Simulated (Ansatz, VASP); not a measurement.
**One calculation of Pd, two programs**

```
Pd
1.0
     2.56578    0.00000    0.00000
     0.00000    2.56578    0.00000
     0.00000    0.00000    2.56578
Pd
1
Direct
  0.00000 0.00000 0.00000
```

Alike in both runs: functional PBEsol; k mesh 22 × 22 × 22; occupations gaussian, width 0.1 eV; no spin polarisation.

Ansatz relaxed the structure, and its values are those at the end. VASP's run is a single point on that final structure, the one shown.

```csv
,VASP,Ansatz
version,VASP 6.6.1,Ansatz 0.2.0
potentials or method,"VASP PAW PBE potentials, release 64 (Pd), cutoff 520 eV","scalar-relativistic, plane waves, PAW"
valence electrons in the cell,10,18
```

Ansatz gave:

| Quantity | Value |
| --- | --- |
| gap on the k mesh at the Fermi level (eV) | none |
| pressure (GPa) | 0.0 |

Which values does VASP return?

gap on the k mesh at the Fermi level (eV): none; pressure (GPa): -0.4.

VASP's potentials were made for PBE, not for PBEsol. A gap of «none» marks a metal or a gap that the smearing closes. The functional is the same, so the differences come from potentials, cutoffs and numerics. VASP's potentials hold 10 valence electrons a cell and Ansatz's 18, so a difference there can come from the potentials and not from the codes.
